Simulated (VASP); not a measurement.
The system is BeBi2C2.

```
Be Bi C
1.0
     4.31258    0.00000    0.00000
    -2.15629    3.73480    0.00000
     0.00000    0.00000    5.83714
Be Bi C
1 2 2
Direct
  0.00000 0.00000 0.00000
  0.33333 0.66667 0.29157
  0.33333 0.66667 0.70843
  0.00000 0.00000 0.69153
  0.00000 0.00000 0.30847
```

| Item | Value |
| --- | --- |
| Program | VASP 6.6.1 |
| Task | relaxation of cell and atoms |
| Functional | PBE |
| Potentials or basis | VASP PAW PBE potentials, release 64 (Be, Bi_d, C) |
| Cutoff | 600 eV |
| k mesh | 6 × 6 × 4 |
| Occupations | gaussian, width 0.1 eV |
| Spin | no spin polarisation |

At the start: pressure 12.5 GPa; volume 18.80 Å³/atom.

Problem. Where does the relaxation end?

Solution. Over 50 steps the energy falls by 973.6 meV/atom and the volume is 21.05 Å³/atom (+12.0 %); space group P-6m2 (No. 187, to 0.05 Å).

Step by step:
| step | energy change (eV) | largest force (eV/Å) | pressure (GPa) | volume (Å³) |
| --- | --- | --- | --- | --- |
| 1 | 0.0000 | 8.5902 | 12.52 | 94.02 |
| 3 | -1.7906 | 1.4189 | -2.67 | 103.25 |
| 5 | -1.7942 | 1.4063 | -2.26 | 102.50 |
| 7 | -2.0746 | 1.6807 | 10.52 | 90.68 |
| 9 | -2.1813 | 1.1613 | 6.63 | 93.07 |
| 11 | -2.3031 | 1.3955 | 9.24 | 92.02 |
| 13 | -2.7821 | 0.6184 | 5.20 | 96.45 |
| 15 | -3.3000 | 0.7575 | -3.96 | 116.69 |
| 17 | -3.3242 | 0.5992 | -2.33 | 111.50 |
| 19 | -3.4688 | 0.8394 | 1.01 | 107.56 |
| 21 | -2.6750 | 7.0221 | 21.03 | 89.87 |
| 23 | -3.6033 | 1.4601 | 8.75 | 99.56 |
| 25 | -3.6428 | 1.5518 | 9.12 | 99.16 |
| 27 | -3.7565 | 2.5770 | 10.95 | 97.29 |
| 29 | -3.7600 | 3.1112 | 11.44 | 96.68 |
| 31 | -4.1527 | 3.2844 | 8.45 | 97.07 |
| 33 | -4.1511 | 3.7406 | 7.00 | 97.15 |
| 35 | -4.6887 | 0.9018 | 2.66 | 100.24 |
| 37 | -4.7639 | 0.6693 | 0.61 | 102.36 |
| 39 | -4.7658 | 0.4917 | 0.87 | 102.00 |
| 41 | -4.7912 | 0.4536 | 0.36 | 102.93 |
| 43 | -4.8360 | 0.3696 | -1.73 | 107.19 |
| 45 | -4.8630 | 0.0808 | -0.17 | 105.84 |
| 47 | -4.8652 | 0.0882 | -0.07 | 105.63 |
| 49 | -4.8677 | 0.0512 | -0.04 | 105.34 |
| 50 | -4.8678 | 0.0148 | -0.02 | 105.27 |

Final structure:
```yaml
crystal:
  lattice:
    - [3.63105, 0.00000, 0.00000]
    - [-1.81552, 3.14458, 0.00000]
    - [0.00000, 0.00000, 9.21932]
  atoms:
    - { symbol: Be, position: [0.00000, 0.00000, 0.00000] }
    - { symbol: Bi, position: [0.33333, 0.66667, 0.28907] }
    - { symbol: Bi, position: [0.33333, 0.66667, 0.71093] }
    - { symbol: C, position: [0.00000, 0.00000, 0.82192] }
    - { symbol: C, position: [0.00000, 0.00000, 0.17808] }
```

Caveat: this functional lacks dispersion, which binds the layers, so the pressure and a relaxed spacing across them are unreliable.
